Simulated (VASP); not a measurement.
Runs of VASP 6.6.1 on SiC. The structure is that of space group Pm-3m (No. 221), or close to it. The cells are those of the table. 

| task | level | cell | cutoff (eV) | gap on the mesh (eV) | pressure (GPa) |
| --- | --- | --- | --- | --- | --- |
| single point | PBEsol | a = 2.618 Å, 2 atoms | 520 | none | (a) |
| relaxation of cell and atoms | r2SCAN+rVV10 | relaxed from a = 2.618 Å, 2 atoms | 600 | none | -0.2 |
| single point | r2SCAN+rVV10 | a = 2.617 Å, 2 atoms | 520 | none | 0.3 |
| relaxation of cell and atoms | PBEsol | relaxed from a = 2.743 Å, 2 atoms | 600 | none | -0.1 |

Alike in all rows: potentials or basis VASP PAW PBE potentials, release 64 (Si, C); no spin polarisation; k mesh 8 × 8 × 8; smearing fermi-dirac 0.03 eV.

Task: Fill in the values left out.

Result: (a) 0.4.

Caveats: the PAW data sets were made with another functional, which shifts forces and pressure a little; the relaxation stopped at its first step, so nothing moved (some runs).

A gap of «none» marks levels without a gap at the run's occupations.
